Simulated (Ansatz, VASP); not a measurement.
Mo: VASP beside Ansatz

```xyz
1
Lattice="-1.5838 1.5838 1.5838 1.5838 -1.5838 1.5838 1.5838 1.5838 -1.5838" Properties=species:S:1:pos:R:3 pbc="T T T"
Mo    0.0000    0.0000    0.0000
```

Alike in both runs: task relaxation of cell and atoms; functional PBE; k mesh 18 × 18 × 18; occupations gaussian, width 0.1 eV; no spin polarisation.

|  | VASP | Ansatz |
| --- | --- | --- |
| version | VASP 6.6.1 | Ansatz 0.2.0 |
| potentials or method | VASP PAW PBE potentials, release 64 (Mo_sv), cutoff 600 eV | scalar-relativistic, plane waves, PAW |
| valence electrons in the cell | 14 | 14 |

Ansatz gave:

- gap on the k mesh at the Fermi level, each at its own relaxed structure (eV): none
- relaxed volume (Å³/atom): 15.79
- relaxed cell length with the largest relative difference (Å): 2.737

Problem. Estimate VASP's values.

Solution. gap on the k mesh at the Fermi level, each at its own relaxed structure (eV): none; relaxed volume (Å³/atom): 15.81; relaxed cell length with the largest relative difference (Å): 2.738.

A gap of «none» marks a metal or a gap that the smearing closes.
